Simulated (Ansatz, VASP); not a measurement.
## One calculation of CoO, two programs

Contents of INCAR:

```
SYSTEM = CoO
PREC = Accurate
ENCUT = 1340
EDIFF = 1E-6
ISMEAR = 0
SIGMA = 0.01
LREAL = .False.
LASPH = .True.
NELM = 200
ALGO = Normal
ISIF = 2
LWAVE = .False.
LCHARG = .False.
ISPIN = 2
MAGMOM = 2.75 0.38
LORBIT = 11
LMAXMIX = 4
GGA = PS
NBANDS = 22
GGA_COMPAT = .False.
```

Contents of KPOINTS:

```
Automatic mesh
0
Gamma
  9 9 9
  0 0 0
```

Contents of POSCAR:

```
CoO
1.0
    1.5054695445      0.8691832468      2.4399269062
   -1.5054695445      0.8691832468      2.4399269062
    0.0000000000     -1.7383664936      2.4399269062
Co O
1 1
Direct
    0.0000000000      0.0000000000      0.0000000000
    0.5000000000      0.5000000000      0.5000000000
```

Input for Ansatz:

```yaml
crystal:
  lattice:
    - [1.5054695445, 0.8691832468, 2.4399269062]
    - [-1.5054695445, 0.8691832468, 2.4399269062]
    - [0.0, -1.7383664936, 2.4399269062]
  atoms:
    - { symbol: Co, position: [0.0, 0.0, 0.0], spin: 2.75 }
    - { symbol: O, position: [0.5, 0.5, 0.5], spin: 0.38 }
basis:
  ecutwfc: 420
kpoints:
  mp_grid: { grid: [9, 9, 9] }
hamiltonian:
  xc: pbesol
scf:
  occupations: { method: gaussian, width: 0.01 }
output:
  forces: true
  stress: true
  eigenvalues: true
  populations: true
magnetization:
  spin_polarized: true
```

Alike in both runs: task single point; functional PBEsol; k mesh 9 × 9 × 9; occupations gaussian, width 0.01 eV; collinear spin.

|  | VASP | Ansatz |
| --- | --- | --- |
| version | VASP 6.6.1 | Ansatz 0.2.0 |
| potentials or method | VASP PAW PBE potentials, release 64 (Co_sv, O_h), cutoff 1340 eV | scalar-relativistic, plane waves, PAW |
| valence electrons in the cell | 23 | 23 |

|  | VASP | Ansatz | Ansatz less VASP |
| --- | --- | --- | --- |
| gap on the k mesh at the Fermi level (eV) | none | none | - |
| pressure (GPa) | -9.5 | -8.8 | +0.66 |
| traceless stress, the component that is largest in VASP (GPa) | -0.49 | -0.48 | +0.006 |
| net moment per atom (μB) | 1.49 | 1.50 | +0.004 |
| size of the moment on the site where the two differ most (μB) | 0.26 | 0.36 | +0.101 |

VASP's potentials were made for PBE, not for PBEsol. Site moments also hang on the region over which each program counts them. A gap of «none» marks a metal or a gap that the smearing closes. The functional is the same, so the differences come from potentials, cutoffs and numerics.
